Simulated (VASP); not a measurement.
A run of VASP 6.6.1 is set up as follows.

INCAR

```
SYSTEM = BN
PREC = Accurate ; ENCUT = 600
EDIFF = 1E-6 ; ISMEAR = 0
SIGMA = 0.01 ; LREAL = .False.
LASPH = .True. ; NELM = 120
ALGO = Normal ; ISIF = 2
LWAVE = .False. ; LCHARG = .False.
NBANDS = 11 ; GGA_COMPAT = .False.
```

The input KPOINTS:

```
Automatic mesh
0
Gamma
  4 4 4
  0 0 0
```

The input POSCAR:

```
BN
1.0
    0.0000000000      1.7458259350      1.7458259350
    1.7458259350      0.0000000000      1.7458259350
    1.7458259350      1.7458259350      0.0000000000
B N
1 1
Direct
    0.0000000000      0.0000000000      0.0000000000
    0.5000000000      0.5000000000      0.5000000000
```

Potentials or basis: VASP PAW LDA potentials, release 64 (B, N).

The run is started by

```bash
$ cat potpaw_LDA.64/B/POTCAR potpaw_LDA.64/N/POTCAR > POTCAR
$ mpirun -np 1 vasp_std > vasp.out
```

Predict the band gap on the k mesh.

1.96 eV, indirect (least direct gap 5.62 eV).

What does it give for the pressure?

-10.6 GPa.

Caveat: the k points lie up to 0.78 Å⁻¹ apart. A k mesh can miss the band edges.
